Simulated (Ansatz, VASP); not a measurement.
# Cu3Sb2: VASP beside Ansatz

File INCAR:

```
SYSTEM = Cu3Sb2
PREC = Accurate
ENCUT = 600
EDIFF = 1E-6
ISMEAR = 0
SIGMA = 0.1
LREAL = .False.
LASPH = .True.
NELM = 80
ALGO = Normal
ISIF = 3
LWAVE = .False.
LCHARG = .False.
GGA = PE
IBRION = 2
NSW = 90
EDIFFG = -0.04
```

Contents of KPOINTS:

```
regular mesh
0
Gamma
  6 6 4
  0 0 0
```

POSCAR

```
Cu3Sb2
1.0
    4.7634638437      0.0000000000      0.0000000000
   -2.3817319219      4.1252806987      0.0000000000
    0.0000000000      0.0000000000      5.4537211356
Cu Sb
3 2
Direct
    0.3333333333      0.6666666667      0.0000000000
    0.6666666667      0.3333333333      0.0000000000
    0.0000000000      0.0000000000      0.0000000000
    0.3333333333      0.6666666667      0.5000000000
    0.6666666667      0.3333333333      0.5000000000
```

Input for Ansatz:

```yaml
crystal:
  lattice:
    - [4.7634638437, 0.0, 0.0]
    - [-2.3817319219, 4.1252806987, 0.0]
    - [0.0, 0.0, 5.4537211356]
  atoms:
    - { symbol: Cu, position: [0.3333333333, 0.6666666667, 0.0] }
    - { symbol: Cu, position: [0.6666666667, 0.3333333333, 0.0] }
    - { symbol: Cu, position: [0.0, 0.0, 0.0] }
    - { symbol: Sb, position: [0.3333333333, 0.6666666667, 0.5] }
    - { symbol: Sb, position: [0.6666666667, 0.3333333333, 0.5] }
basis:
  ecutwfc: 420
kpoints:
  mp_grid: { grid: [6, 6, 4] }
hamiltonian:
  xc: pbe
scf:
  occupations: { method: gaussian, width: 0.1 }
  lower_state_search: "off"
output:
  forces: true
  stress: true
  eigenvalues: true
relax:
  adjacent_minimum: "off"
  f_tol: 0.04
  max_steps: 70
  cell: { stress_tol: 0.4 }
```

Alike in both runs: task relaxation of cell and atoms; functional PBE; k mesh 6 × 6 × 4; occupations gaussian, width 0.1 eV; no spin polarisation.

```csv
,VASP,Ansatz
version,VASP 6.6.1,Ansatz 0.2.0
potentials or method,"VASP PAW PBE potentials, release 64 (Cu, Sb), cutoff 600 eV","scalar-relativistic, plane waves, PAW"
valence electrons in the cell,43,87
```

Ansatz gave:

| Quantity | Value |
| --- | --- |
| gap on the k mesh at the Fermi level, each at its own relaxed structure (eV) | none |
| relaxed volume (Å³/atom) | 21.75 |
| relaxed cell length with the largest relative difference (Å) | 4.873 |

Problem. What did VASP give for the same quantities?

Solution. gap on the k mesh at the Fermi level, each at its own relaxed structure (eV): none; relaxed volume (Å³/atom): 21.80; relaxed cell length with the largest relative difference (Å): 4.879.

A gap of «none» marks a metal or a gap that the smearing closes. VASP's potentials hold 43 valence electrons a cell and Ansatz's 87, so a difference there can come from the potentials and not from the codes.

Spin-orbit coupling is off throughout.
